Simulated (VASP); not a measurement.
# Hf (P6_3/mmc) in VASP: notebook, part 2 of 2

VASP 6.6.1.

### Step 3. Relaxation of cell and atoms, PBEsol+D4

This run uses another cell than the first one, of 22.31 Å³/atom.

File INCAR:

```
PREC     = Accurate       # precision mode
ENCUT    = 600            # plane-wave cutoff, eV
EDIFF    = 1E-7           # SCF threshold, eV
ISMEAR   = -1             # smearing method
SIGMA    = 0.1            # smearing width, eV
LREAL    = F              # projectors in reciprocal space
LASPH    = T              # aspherical terms in the spheres
NELM     = 80             # most SCF steps
ALGO     = Normal         # electronic algorithm
ISIF     = 3              # what is computed and relaxed
LWAVE    = F              # write WAVECAR
LCHARG   = F              # write CHGCAR
GGA      = PS             # functional
IVDW     = 13             # dispersion correction
IBRION   = 2              # ionic algorithm
NSW      = 80             # ionic steps
EDIFFG   = -0.03          # ionic threshold
```

File KPOINTS:

```
regular mesh
0
Gamma
  9 9 5
```

File POSCAR:

```
Hf
1.0
    3.1600000000      0.0000000000      0.0000000000
   -1.5800000000      2.7366402760      0.0000000000
    0.0000000000      0.0000000000      5.1602800000
Hf
2
Direct
    0.3333333333      0.6666666667      0.2500000000
    0.6666666667      0.3333333333      0.7500000000
```

Potentials or basis: VASP PAW PBE potentials, release 64 (Hf_pv).

Started as:

```
cat potpaw_PBE.64/Hf_pv/POTCAR > POTCAR
mpirun -np 1 vasp_std > vasp.out
```

OUTCAR:

```text
PREC = Accurate
   ENCUT = 600
   EDIFF = 1E-7
   ISMEAR = -1
   LREAL = F
   LASPH = T
   NELM = 80
   ISIF = 3
   GGA = PS
   IVDW = 13
   IBRION = 2
   NSW = 80
   EDIFFG = -0.03

 ion  position               nearest neighbor table
   1  0.333  0.667  0.250-   2 3.16   2 3.16   2 3.16   2 3.16   2 3.16   2 3.16
   2  0.667  0.333  0.750-   1 3.16   1 3.16   1 3.16   1 3.16   1 3.16   1 3.16

  LATTYP: Found a hexagonal cell.
 ALAT       =     3.1600000000
 C/A-ratio  =     1.6330000000

  Lattice vectors:

 A1 = (   3.1600000000,   0.0000000000,   0.0000000000)
 A2 = (  -1.5800000000,   2.7366402760,   0.0000000000)
 A3 = (   0.0000000000,   0.0000000000,   5.1602800000)

Analysis of symmetry for initial positions (statically):
=====================================================================
 Subroutine PRICEL returns:
 Original cell was already a primitive cell.

 Routine SETGRP: Setting up the symmetry group for a
 hexagonal supercell.

 Subroutine GETGRP returns: Found 24 space group operations
 (whereof 12 operations were pure point group operations)
 out of a pool of 24 trial point group operations.

The static configuration has the point symmetry D_3d.
 The point group associated with its full space group is D_6h.

Analysis of symmetry for dynamics (positions and initial velocities):
=====================================================================
 Subroutine PRICEL returns:
 Original cell was already a primitive cell.

 Routine SETGRP: Setting up the symmetry group for a
 hexagonal supercell.

 Subroutine GETGRP returns: Found 24 space group operations
 (whereof 12 operations were pure point group operations)
 out of a pool of 24 trial point group operations.

The dynamic configuration has the point symmetry D_3d.
 The point group associated with its full space group is D_6h.

 Subroutine INISYM returns: Found 24 space group operations
 (whereof 12 operations are pure point group operations),
 and found     1 'primitive' translations

----------------------------------------------------------------------------------------

                                     Primitive cell

  volume of cell :      44.6250

[... 107 lines left out ...]
     AMIX     =   0.40;   BMIX     =  1.00
     AMIX_MAG =   1.60;   BMIX_MAG =  1.00
  volume/ion in A,a.u.               =      22.31       150.57
  Fermi-wavevector in a.u.,A,eV,Ry     =   1.252830  2.367505 21.355473  1.569583
  Thomas-Fermi vector in A             =   2.386712
   LORBIT       =      0    0 simple, 1 ext, 2 COOP (PROOUT), +10 PAW based schemes
   GGA     = PS    functional components
   LHFCALC =     F    Hartree Fock is set to
   AEXX    =    0.0000 exact exchange contribution
   IVDW    =    13    specifies the selected vdW correction
   LEPSILON=     F    determine dielectric tensor
   LRPA    =     F    only Hartree local field effects (RPA)
 conjugate gradient relaxation of ions
 non-spin polarized calculation
  energy-cutoff  :      600.00
  volume of cell :       44.62
 maximum number of plane-waves:      1509
 NGX is ok and might be reduce to    28
   NGX = 13   NGY = 13   NGZ = 21

--------------------------------------- Ionic step        1  -------------------------------------------

 number of electron      20.0000001 magnetization

 Free energy of the ion-electron system (eV)
  ---------------------------------------------------
  ext. energy  EPLUGINS =         0.00000000
  ---------------------------------------------------
  free energy    TOTEN  =       -21.00435594 eV

  energy without entropy =      -20.94700876  energy(sigma->0) =      -20.97568235

------------------------ aborting loop because EDIFF is reached ----------------------------------------

  DFT-D4 for vdW energy calculation

  Edisp (eV):   -0.24534
[... 191 lines left out ...]
--------------------------------------- Ionic step        6  -------------------------------------------

 number of electron      19.9999998 magnetization

 Free energy of the ion-electron system (eV)
  ---------------------------------------------------
  ext. energy  EPLUGINS =         0.00000000
  ---------------------------------------------------
  free energy    TOTEN  =       -21.03451475 eV

  energy without entropy =      -20.98546471  energy(sigma->0) =      -21.00998973

 E-fermi :   5.0801     XC(G=0): -11.6126

 val. band max:        5.0671189150   @ k =   0.0000   0.0000   0.4000
 cond. band min:       5.1890876689   @ k =   0.2222   0.2222   0.4000
 fundamental gap:      0.1219687539
 Fermi energy:         5.0800701849

 k-point     1 :       0.0000    0.0000    0.0000
  band No.  band energies     occupation
      1     -25.9025      2.00000
      2     -25.0256      2.00000
      3     -25.0256      2.00000
      4     -24.8809      2.00000
      5     -24.8771      2.00000
      6     -24.8771      2.00000
      7      -2.4559      2.00000
      8       1.2228      2.00000
      9       5.9296      0.00041
     10       6.2769      0.00001
     11       6.2769      0.00001
     12       6.5526      0.00000
     13       7.1473      0.00000
     14       7.1473      0.00000
[... 377 lines left out ...]
      1     -25.5500      2.00000
      2     -25.5468      2.00000
      3     -25.5468      2.00000
      4     -25.2850      2.00000
      5     -25.1654      2.00000
      6     -25.1654      2.00000
      7       2.9756      2.00000
      8       3.2739      2.00000
      9       3.2739      2.00000
     10       3.6716      2.00000
     11       5.2541      0.29855
     12       5.2541      0.29855
     13       7.1967      0.00000
     14       9.8254      0.00000

 [... further k-points ...]

------------------------ aborting loop because EDIFF is reached ----------------------------------------

  DFT-D4 for vdW energy calculation

  Edisp (eV):   -0.25634
[... 25 lines left out ...]
  FREE ENERGIE OF THE ION-ELECTRON SYSTEM (eV)
  ---------------------------------------------------
  free  energy   TOTEN  =       -21.2908596110 eV

  energy  without entropy=      -21.2418095760  energy(sigma->0) =      -21.26633459

 reached required accuracy - stopping structural energy minimisation
```

OSZICAR:

```text
N       E                     dE             d eps       ncg     rms          rms(c)
DAV:   1     0.504738427951E+02    0.50474E+02   -0.12601E+04  1008   0.151E+03
DAV:   2    -0.195067741037E+02   -0.69981E+02   -0.68941E+02  1242   0.291E+02
DAV:   3    -0.217660668306E+02   -0.22593E+01   -0.22165E+01  1362   0.323E+01
[... 51 lines left out ...]
DAV:   2    -0.210346221409E+02    0.30785E-03   -0.44741E-04  1260   0.168E-01    0.673E-02
DAV:   3    -0.210345325643E+02    0.89577E-04   -0.99570E-05  1298   0.697E-02    0.541E-02
DAV:   4    -0.210345151939E+02    0.17370E-04   -0.34999E-05  1360   0.422E-02    0.276E-02
DAV:   5    -0.210345147492E+02    0.44470E-06   -0.25856E-06  1342   0.122E-02    0.453E-03
DAV:   6    -0.210345147488E+02    0.42792E-09   -0.52306E-08   624   0.193E-03
   6 F= -.21290860E+02 E0= -.21266335E+02  d E =-.359590E-02
```

CONTCAR:

```text
Hf
   1.00000000000000
     3.1437204205028961   -0.0000000000000000    0.0000000000000000
    -1.5718602102514481    2.7225417465919208   -0.0000000000000000
     0.0000000000000000   -0.0000000000000000    4.9822362575276600
  Hf
     2
Direct
     0.3333333332999970    0.6666666667000030    0.2500000000000000
     0.6666666667000030    0.3333333332999970    0.7500000000000000

  0.00000000E+00  0.00000000E+00  0.00000000E+00
  0.00000000E+00  0.00000000E+00  0.00000000E+00
```

It took 3.5 min on 1 thread of AMD EPYC 7R13, shared host; peak memory 0.16 GiB.

Results:

- Free energy: -21.2909 eV
- Relaxed volume: 21.32 Å³/atom
- Relaxed cell: a = 3.144 Å, b = 3.144 Å, c = 4.982 Å, α = 90.00°, β = 90.00°, γ = 120.00°
- Space group after relaxing (to 0.1 Å): P6_3/mmc (No. 194)
- Energy gained by relaxing: 20.6 meV/atom
- Ionic steps: 6
- Pressure after relaxing: 0.2 GPa
- Band gap on the k mesh: zero (bands 10 and 11 overlap by 1.52 eV)
- Dispersion energy per atom: -0.128 eV

Step by step:
```
step  energy change (eV)  largest force (eV/Å)  pressure (GPa)  volume (Å³)
   1              0.0000                0.0000           -4.79        44.62
   2              0.0056                0.0000            6.92        40.44
   3             -0.0376                0.0000            0.35        42.54
   4             -0.0376                0.0000            0.47        42.50
   5             -0.0411                0.0000            0.21        42.62
   6             -0.0412                0.0000            0.17        42.64
```

Final structure:
```
Hf
1.0
     3.14372    0.00000    0.00000
    -1.57186    2.72254    0.00000
     0.00000    0.00000    4.98224
Hf
2
Direct
  0.33333 0.66667 0.25000
  0.66667 0.33333 0.75000
```

Caveat: the PAW data sets were made with another functional, which shifts forces and pressure a little; spin-orbit coupling is left out, which moves the levels of the heavy elements.
